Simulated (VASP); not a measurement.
Runs of VASP 6.6.1 on Al2Cu. The structure is that of space group Fm-3m (No. 225), or close to it. The cells are those of the table. 

| level | cell | gap on the mesh (eV) | pressure (GPa) |
| --- | --- | --- | --- |
| PBEsol | a = 3.943 Å, angles 120.0, 120.0, 90.0°, 3 atoms | none | (a) |
| PBEsol | a = 4.050 Å, angles 120.0, 120.0, 90.0°, 3 atoms | none | (b) |
| PBEsol | a = 3.861 Å, angles 119.9, 119.9, 90.3°, 3 atoms | none | 20.2 |
| PBE | a = 4.126 Å, angles 119.8, 119.8, 90.4°, 3 atoms | none | -2.5 |
| PBE | a = 4.046 Å, angles 119.8, 119.8, 90.4°, 3 atoms | none | 3.1 |

Alike in all rows: task single point; potentials or basis VASP PAW PBE potentials, release 64 (Cu, Al); no spin polarisation; k mesh 9 × 9 × 9; cutoff (eV) 520; smearing fermi-dirac 0.05 eV.

Fill in the values left out.

(a) 10.2; (b) 0.1.

Caveats: the PAW data sets were made with another functional, which shifts forces and pressure a little (some runs).

A gap of «none» marks levels without a gap at the run's occupations.
